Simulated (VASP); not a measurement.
**Zr2Si: single point with PBE**

Crystal: Zr2Si.

```
CELL_PARAMETERS angstrom
0.00000 3.31206 3.31206
3.31206 0.00000 3.31206
3.31206 3.31206 0.00000
ATOMIC_POSITIONS crystal
Zr 0.00000 0.00000 0.00000
Zr 0.25000 0.25000 0.25000
Si 0.75000 0.75000 0.75000
```

The cell was generated, and may not be a known phase.

```
Program             : VASP 6.6.1
Task                : single point
Functional          : PBE
Potentials or basis : VASP PAW PBE potentials, release 64 (Zr_sv, Si)
Cutoff              : 520 eV
k mesh              : 12 × 12 × 12
Occupations         : gaussian, width 0.1 eV
Spin                : collinear spin
Starting moments    : [0.98, 1.21, 0.0] μB
```

```json
{
  "Pressure": "0.0 GPa",
  "Net moment": "3.27 μB per cell",
  "Site moments": "Zr +0.98, +1.24; Si -0.04 μB",
  "Valence electrons inside the program's atomic spheres": "Zr 10.00, 9.90; Si 1.58"
}
```

Levels at points of the mesh, in eV from the Fermi level:
Spin up:
| k point | band 14 | band 15 | band 16 | band 17 | band 18 | band 19 |
| --- | --- | --- | --- | --- | --- | --- |
| (0.00, 0.00, 0.00) | -1.48 | -0.01 | -0.01 | -0.01 | 1.43 | 4.34 |
| (0.50, 0.00, 0.00) | -0.89 | -0.76 | 1.48 | 1.48 | 2.00 | 2.82 |
| (0.50, 0.50, 0.00) | -1.45 | -0.16 | -0.16 | 0.67 | 1.14 | 2.26 |
Spin down:
| k point | band 9 | band 10 | band 11 | band 12 | band 13 | band 14 | band 15 | band 16 |
| --- | --- | --- | --- | --- | --- | --- | --- | --- |
| (0.00, 0.00, 0.00) | -8.09 | -1.43 | -1.43 | -1.43 | -0.67 | -0.67 | 1.24 | 1.24 |
| (0.50, 0.00, 0.00) | -7.05 | -3.30 | -2.16 | -2.16 | 0.44 | 0.44 | 0.73 | 2.39 |
| (0.50, 0.50, 0.00) | -7.07 | -2.94 | -0.99 | -0.99 | -0.75 | -0.21 | 1.16 | 1.16 |

Run time: 6.4 min on 1 thread of Intel Xeon 8259CL, on a shared host, peak memory 0.37 GiB.
